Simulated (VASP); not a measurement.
Set up this calculation in VASP 6.6.1, as the native input.

| Property | Result |
| --- | --- |
| Task | single point |
| Functional | HSE06 |
| Potentials or basis | VASP PAW PBE potentials, release 64 (C) |
| Cutoff | 520 eV |
| k mesh | 8 × 8 × 8 |
| Occupations | fermi-dirac, width 0.05 eV |
| Spin | no spin polarisation |
| Dipole correction | no |
| Grid for exact exchange (PRECFOCK) | Normal |
| Further INCAR settings | ALGO = Normal; EDIFF = 1e-06; NBANDS = 11 |
| Share of exact exchange | 0.25 |
| Screening parameter | 0.2079 1/Å |

The system is C.

```
C
1.0
     0.00000    1.77140    1.77140
     1.77140    0.00000    1.77140
     1.77140    1.77140    0.00000
C
2
Direct
  0.75000 0.75000 0.75000
  0.50000 0.50000 0.50000
```

The input as run:

POSCAR

```
C
1.0
    0.0000000000      1.7714007132      1.7714007132
    1.7714007132      0.0000000000      1.7714007132
    1.7714007132      1.7714007132      0.0000000000
C
2
Direct
    0.7500000000      0.7500000000      0.7500000000
    0.5000000000      0.5000000000      0.5000000000
```

INCAR.step1

```
PREC = Accurate
ENCUT = 520
EDIFF = 1E-5
ISMEAR = -1
SIGMA = 0.05
LREAL = F
LASPH = T
NELM = 100
ALGO = Normal
ISIF = 2
LWAVE = T
NBANDS = 11
GGA = PE
```

INCAR.step2

```
PREC = Accurate
ENCUT = 520
EDIFF = 1E-6
ISMEAR = -1
SIGMA = 0.05
LREAL = F
LASPH = T
NELM = 100
ALGO = Normal
ISIF = 2
LWAVE = F
LCHARG = T
GGA = PE
LHFCALC = T
HFSCREEN = 0.2079
PRECFOCK = Normal
LELF = T
LVHAR = T
NBANDS = 11
ISTART = 1
```

KPOINTS

```
Automatic mesh
0
Gamma
  8 8 8
```

Potentials or basis: VASP PAW PBE potentials, release 64 (C).

Launch:

```console
$ cat potpaw_PBE.64/C/POTCAR > POTCAR
$ cp INCAR.step1 INCAR
$ mpirun -np 1 vasp_std > vasp.out
$ cp INCAR.step2 INCAR
$ mpirun -np 1 vasp_std > vasp.out
```

It gave:

The pressure is 2.0 GPa and the band gap on the k mesh is 5.33 eV (least direct gap 7.03 eV).

Caveat: the PAW data sets were made with another functional, which shifts forces and pressure a little.

It took 14 min on 1 thread of Oxide Virtual Turin-like Processor, with other jobs on the host, peak memory 0.19 GiB.
